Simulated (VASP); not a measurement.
# CuO (C2/c) in VASP: relaxation of shape and atoms at fixed volume with PBEsol

Aim: the relaxation of shape and atoms at fixed volume of CuO with PBEsol.

Everything below comes from runs of VASP 6.6.1. Logs are shortened: lines on timing, memory, paths and dates and some standing lists are left out, and cuts for length are marked.

**1. The cell of the first run**

The typed cell holds 4 atoms: a = 2.962 Å, b = 2.962 Å, c = 5.151 Å, α = 89.97°, β = 89.98°, γ = 89.91°.

**2. Relaxation of shape and atoms at fixed volume, PBEsol (11.30 Å³/atom)**

INCAR reads:

```
PREC     = Accurate       # precision mode
ENCUT    = 600            # plane-wave cutoff, eV
EDIFF    = 1E-7           # SCF threshold, eV
ISMEAR   = 0              # smearing method
SIGMA    = 0.1            # smearing width, eV
LREAL    = F              # projectors in reciprocal space
LASPH    = T              # aspherical terms in the spheres
NELM     = 120            # most SCF steps
ALGO     = Normal         # electronic algorithm
ISIF     = 4              # what is computed and relaxed
LWAVE    = F              # write WAVECAR
LCHARG   = F              # write CHGCAR
GGA      = PS             # functional
IBRION   = 2              # ionic algorithm
NSW      = 50             # ionic steps
EDIFFG   = -0.01          # ionic threshold
GGA_COMPAT= F            
NELMIN   = 4            
KPAR     = 4
```

KPOINTS reads:

```
regular mesh
0
Gamma
  14 14 8
```

POSCAR reads:

```
CuO
1.0
    2.9624148586     -0.0176875723     -0.0043994492
    0.0225118015      2.9623750375     -0.0043817691
    0.0099138966      0.0097974777      5.1514497893
Cu O
2 2
Direct
    0.5000000000      0.0000000000      0.5000000000
    0.0000000000      0.5000000000      0.0000000000
    0.0001664740      0.9998298637      0.2499999127
    0.9998335260      0.0001701363      0.7500000873
```

Potentials or basis: VASP PAW PBE potentials, release 64 (Cu, O).

Run with:

```sh
> cat potpaw_PBE.64/Cu/POTCAR potpaw_PBE.64/O/POTCAR > POTCAR
> mpirun -np 4 vasp_std > vasp.out
```

OUTCAR:

```text
PREC = Accurate
   ENCUT = 600
   EDIFF = 1E-7
   ISMEAR = 0
   LREAL = F
   LASPH = T
   NELM = 120
   ISIF = 4
   GGA = PS
   IBRION = 2
   NSW = 50
   EDIFFG = -0.01
   NELMIN = 4

 ion  position               nearest neighbor table
   1  0.500  0.000  0.500-   3 1.96   4 1.96   4 1.96   3 1.96
   2  0.000  0.500  0.000-   4 1.96   3 1.96   4 1.96   3 1.96
   3  0.000  1.000  0.250-   2 1.96   1 1.96   2 1.96   1 1.96
   4  1.000  0.000  0.750-   2 1.96   1 1.96   2 1.96   1 1.96

  LATTYP: Found a base centered monoclinic cell.
 ALAT       =     4.1929760962
 B/A-ratio  =     0.9983706298
 C/A-ratio  =     1.2285948041
 COS(beta)  =    -0.0006114244

  Lattice vectors:

 A1 = (  -2.9624148586,   0.0176875723,   0.0043994492)
 A2 = (  -0.0225118015,  -2.9623750375,   0.0043817691)
 A3 = (   0.0099138966,   0.0097974777,   5.1514497893)

Analysis of symmetry for initial positions (statically):
=====================================================================
 Subroutine PRICEL returns:
 Original cell was already a primitive cell.

 Routine SETGRP: Setting up the symmetry group for a
 base centered monoclinic supercell.

 Subroutine GETGRP returns: Found  4 space group operations
 (whereof  2 operations were pure point group operations)
 out of a pool of  4 trial point group operations.

The static configuration has the point symmetry S_2 .
 The point group associated with its full space group is C_2h.

Analysis of symmetry for dynamics (positions and initial velocities):
=====================================================================
 Subroutine PRICEL returns:
 Original cell was already a primitive cell.

 Routine SETGRP: Setting up the symmetry group for a
 base centered monoclinic supercell.

 Subroutine GETGRP returns: Found  4 space group operations
 (whereof  2 operations were pure point group operations)
 out of a pool of  4 trial point group operations.

The dynamic configuration has the point symmetry S_2 .
 The point group associated with its full space group is C_2h.

 Subroutine INISYM returns: Found  4 space group operations
 (whereof  2 operations are pure point group operations),
 and found     1 'primitive' translations

----------------------------------------------------------------------------------------

                                     Primitive cell

  volume of cell :      45.2103

  direct lattice vectors                    reciprocal lattice vectors
     2.962414859 -0.017687572 -0.004399449     0.337546166 -0.002566048 -0.000644723
     0.022511802  2.962375038 -0.004381769     0.002014441  0.337550718 -0.000645860
     0.009913897  0.009797478  5.151449789     0.000289985  0.000284926  0.194119010

  length of vectors
     2.962470928  2.962463813  5.151468646     0.337556535  0.337557347  0.194119436

  position of ions in fractional coordinates (direct lattice)
     0.500000000  0.000000000  0.500000000
     0.000000000  0.500000000  1.000000000
     0.000166474  0.999829864  0.249999913
     0.999833526  0.000170136  0.750000087

  ion indices of the primitive-cell ions
   primitive index   ion index
                 1           1
                 2           2
                 3           3
                 4           4

----------------------------------------------------------------------------------------

 KPOINTS: regular mesh

Automatic generation of k-mesh.
 Grid dimensions read from file:
 generate k-points for:   14   14    8

 Generating k-lattice:

  Cartesian coordinates                     Fractional coordinates (reciprocal lattice)
     0.024110440 -0.000183289 -0.000046052     0.071428571  0.000000000  0.000000000
     0.000143889  0.024110766 -0.000046133     0.000000000  0.071428571 -0.000000000
     0.000036248  0.000035616  0.024264876    -0.000000000 -0.000000000  0.125000000

  Length of vectors
     0.024111181  0.024111239  0.024264929

  Shift w.r.t. Gamma in fractional coordinates (k-lattice)
     0.000000000  0.000000000  0.000000000

 Subroutine IBZKPT returns following result:
 ===========================================

 Found    429 irreducible k-points:

 Following reciprocal coordinates:
            Coordinates               Weight
  0.000000  0.000000  0.000000      1.000000
  0.071429 -0.000000  0.000000      4.000000
  0.142857 -0.000000  0.000000      4.000000
  0.214286  0.000000  0.000000      4.000000
  0.285714  0.000000  0.000000      4.000000
  0.357143  0.000000  0.000000      4.000000
[... 16 lines left out ...]
  0.214286  0.142857  0.000000      4.000000
  0.285714  0.142857  0.000000      4.000000
 [... further k-points ...]
   k-points           NKPTS =    429   k-points in BZ     NKDIM =    429   number of bands    NBANDS=     21
   number of dos      NEDOS =    301   number of ions     NIONS =      4
   total plane-waves  NPLWV =  24192
   dimension x,y,z NGX =    24 NGY =   24 NGZ =   42
   dimension x,y,z NGXF=    48 NGYF=   48 NGZF=   84
   ions per type =               2   2
   NGX,Y,Z   is equivalent  to a cutoff of  13.47, 13.47, 13.55 a.u.
   NGXF,Y,Z  is equivalent  to a cutoff of  26.94, 26.94, 27.11 a.u.
 SYSTEM =  unknown system
   PREC   = accura    normal or accurate (medium, high low for compatibility)
   ISTART =      0    job   : 0-new  1-cont  2-samecut
   ICHARG =      2    charge: 1-file 2-atom 10-const
   ISPIN  =      1    spin polarized calculation?
   LNONCOLLINEAR =      F non collinear calculations
   LSORBIT =      F    spin-orbit coupling
   LASPH  =      T    aspherical Exc in radial PAW
   ENCUT  =  600.0 eV  44.10 Ry    6.64 a.u.   5.92  5.92 10.29*2*pi/ulx,y,z
   NELM   =    120;   NELMIN=  4; NELMDL= -5     # of ELM steps
   EDIFF  = 0.1E-06   stopping-criterion for ELM
   LREAL  =      F    real-space projection
   EDIFFG = -.1E-01   stopping-criterion for IOM
   NSW    =     50    number of steps for IOM
   IBRION =      2    ionic relax: 0-MD 1-quasi-New 2-CG
   NFREE  =      1    steps in history (QN), initial steepest desc. (CG)
   ISIF   =      4    stress and relaxation
   ISYM   =      2    0-nonsym 1-usesym 2-fastsym
   POTIM  = 0.5000    time-step for ionic-motion
   TEBEG  =    0.0;   TEEND  =   0.0 temperature during run
   PSTRESS=    0.0 pullay stress
   NELECT =      34.0000    total number of electrons
   NUPDOWN=      -1.0000    fix difference up-down
   EMIN   =  10.00;   EMAX   =-10.00  energy-range for DOS
   EFERMI =   0.00;   METHOD = LEGACY
   ISMEAR =     0;   SIGMA  =   0.10  broadening in eV -4-tet -1-fermi 0-gaus
   EFERMI_NEDOS =   21; number of points for ismear=-14 and -15
   IALGO  =     38    algorithm
   IMIX   =      4    mixing-type and parameters
     AMIX     =   0.40;   BMIX     =  1.00
     AMIX_MAG =   1.60;   BMIX_MAG =  1.00
  volume/ion in A,a.u.               =      11.30        76.27
  Fermi-wavevector in a.u.,A,eV,Ry     =   1.488751  2.813331 30.155659  2.216378
  Thomas-Fermi vector in A             =   2.601746
   LORBIT       =      0    0 simple, 1 ext, 2 COOP (PROOUT), +10 PAW based schemes
   GGA     = PS    functional components
   LHFCALC =     F    Hartree Fock is set to
   AEXX    =    0.0000 exact exchange contribution
   IVDW    =     0    specifies the selected vdW correction
   LEPSILON=     F    determine dielectric tensor
   LRPA    =     F    only Hartree local field effects (RPA)
 conjugate gradient relaxation of ions
 non-spin polarized calculation
 Gauss-broadening in eV      SIGMA  =   0.10
  energy-cutoff  :      600.00
  volume of cell :       45.21
 maximum number of plane-waves:      1538
   NGX = 11   NGY = 11   NGZ = 21

--------------------------------------- Ionic step        1  -------------------------------------------

 number of electron      34.0000011 magnetization

 Free energy of the ion-electron system (eV)
  ---------------------------------------------------
  ext. energy  EPLUGINS =         0.00000000
  ---------------------------------------------------
  free energy    TOTEN  =       -21.43132786 eV

  energy without entropy =      -21.41855823  energy(sigma->0) =      -21.42494305

------------------------ aborting loop because EDIFF is reached ----------------------------------------

  FORCE on cell =-STRESS in cart. coord.  units (eV):
  Direction    XX          YY          ZZ          XY          YZ          ZX
  --------------------------------------------------------------------------------------
  -------------------------------------------------------------------------------------
  Total       -2.0772817     -2.0771320     -2.4635038     -0.0051504     -0.0021291     -0.0021344
  in kB      -73.6153580    -73.6100530    -87.3024157     -0.1825225     -0.0754513     -0.0756404
  external PRESSURE =     -78.1759423 kB  Pullay stress =       0.0000000 kB

 VOLUME and BASIS-vectors are now :
 -----------------------------------------------------------------------------
  energy-cutoff  :      600.00
  volume of cell :       45.21
      direct lattice vectors                 reciprocal lattice vectors
     2.962414859 -0.017687572 -0.004399449     0.337546166 -0.002566048 -0.000644723
     0.022511802  2.962375038 -0.004381769     0.002014441  0.337550718 -0.000645860
     0.009913897  0.009797478  5.151449789     0.000289985  0.000284926  0.194119010
[... 39 lines left out ...]
 POSITION                                       TOTAL-FORCE (eV/Angst)
 -----------------------------------------------------------------------------------
      1.51077      2.96287      2.56106        -0.000000     -0.000000     -0.000000
      0.01118      1.48349     -0.00222        -0.000000     -0.000000      0.000000
      0.02528      2.96892      1.27942        -0.000472      0.000478      0.000000
      2.97390     -0.01015      3.84713         0.000472     -0.000478     -0.000000
 -----------------------------------------------------------------------------------
    total drift:                                0.000000     -0.000000     -0.000000

  FREE ENERGIE OF THE ION-ELECTRON SYSTEM (eV)
  ---------------------------------------------------
  free  energy   TOTEN  =       -21.4322225939 eV

  energy  without entropy=      -21.4195454909  energy(sigma->0) =      -21.42588404

--------------------------------------- Ionic step        3  -------------------------------------------

 number of electron      34.0000007 magnetization

 Free energy of the ion-electron system (eV)
  ---------------------------------------------------
  ext. energy  EPLUGINS =         0.00000000
  ---------------------------------------------------
  free energy    TOTEN  =       -21.43250045 eV

  energy without entropy =      -21.41991322  energy(sigma->0) =      -21.42620683

 E-fermi :   4.5003     XC(G=0): -11.4750

 val. band max:        4.4933487780   @ k =  -0.0714  -0.1429   0.2500
 cond. band min:       4.5036884762   @ k =  -0.4286   0.0714   0.1250
 fundamental gap:      0.0103396982
 Fermi energy:         4.5002562905

 k-point     1 :       0.0000    0.0000    0.0000
  band No.  band energies     occupation
      1     -15.1084      2.00000
      2     -13.7599      2.00000
      3      -3.5081      2.00000
      4      -0.8849      2.00000
      5      -0.8819      2.00000
      6       0.8396      2.00000
[... 13 lines left out ...]
     20      10.4102      0.00000
     21      11.7106      0.00000
[... 529 lines left out ...]
 k-point    24 :       0.2857    0.1429    0.0000
  band No.  band energies     occupation
      1     -14.6815      2.00000
      2     -13.6455      2.00000
      3      -2.7221      2.00000
      4      -1.4505      2.00000
      5      -0.9634      2.00000
      6      -0.7512      2.00000
[... 13 lines left out ...]
     20       9.9707      0.00000
     21      13.1396      0.00000

 [... further k-points ...]

------------------------ aborting loop because EDIFF is reached ----------------------------------------

  FORCE on cell =-STRESS in cart. coord.  units (eV):
  Direction    XX          YY          ZZ          XY          YZ          ZX
  --------------------------------------------------------------------------------------
  -------------------------------------------------------------------------------------
  Total       -2.1201311     -2.1199988     -2.1362269     -0.0045365     -0.0008786     -0.0008701
  in kB      -75.1338665    -75.1291777    -75.7042770     -0.1607672     -0.0311349     -0.0308360
  external PRESSURE =     -75.3224404 kB  Pullay stress =       0.0000000 kB

 VOLUME and BASIS-vectors are now :
 -----------------------------------------------------------------------------
  energy-cutoff  :      600.00
  volume of cell :       45.21
      direct lattice vectors                 reciprocal lattice vectors
     2.970993232 -0.018080866 -0.004515058     0.336571478 -0.002519892 -0.000632355
     0.022234948  2.970958596 -0.004498852     0.002047368  0.336575417 -0.000633342
     0.009694492  0.009578712  5.121734171     0.000298503  0.000293421  0.195245255

 POSITION                                       TOTAL-FORCE (eV/Angst)
 -----------------------------------------------------------------------------------
      1.49034     -0.00425      2.55861        -0.000000      0.000000      0.000000
      0.01112      1.48548     -0.00225        -0.000000      0.000000      0.000000
      0.02511      2.97288      1.27593        -0.000513      0.000520      0.000000
      2.97781     -0.01043      3.83679         0.000513     -0.000520     -0.000000
 -----------------------------------------------------------------------------------
    total drift:                                0.000000      0.000000      0.000000

  FREE ENERGIE OF THE ION-ELECTRON SYSTEM (eV)
  ---------------------------------------------------
  free  energy   TOTEN  =       -21.4325004471 eV

  energy  without entropy=      -21.4199132198  energy(sigma->0) =      -21.42620683

 reached required accuracy - stopping structural energy minimisation
```

Run time: 5.3 min. Hardware: 4 MPI ranks of Oxide Virtual Turin-like, shared host; peak memory 0.48 GiB.

Results:

* Free energy: -21.4325 eV
* Energy gained by relaxing: 0.3 meV/atom
* Ionic steps: 3
* Pressure after relaxing: -7.5 GPa
* Band gap on the k mesh: zero (bands 17 and 18 overlap by 1.23 eV)

Step by step:
```tsv
step	energy change (eV)	largest force (eV/Å)	pressure (GPa)	volume (Å³)
1	0.0000	0.0006	-7.82	45.21
2	-0.0009	0.0007	-7.68	45.21
3	-0.0012	0.0007	-7.53	45.21
```

Final structure:
```yaml
crystal:
  lattice:
    - [2.97099, -0.01808, -0.00452]
    - [0.02223, 2.97096, -0.00450]
    - [0.00969, 0.00958, 5.12173]
  atoms:
    - { symbol: Cu, position: [0.50000, 0.00000, 0.50000] }
    - { symbol: Cu, position: [0.00000, 0.50000, 0.00000] }
    - { symbol: O, position: [0.00015, 0.99984, 0.25000] }
    - { symbol: O, position: [0.99985, 0.00016, 0.75000] }
```

Caveat: the PAW data sets were made with another functional, which shifts forces and pressure a little; semilocal functionals often make such compounds metallic where correlation or magnetic order opens a gap, which also shifts bond lengths. With open d or f shells a metallic result of PBEsol can be an artefact of self-interaction; +U or a hybrid may open a gap.
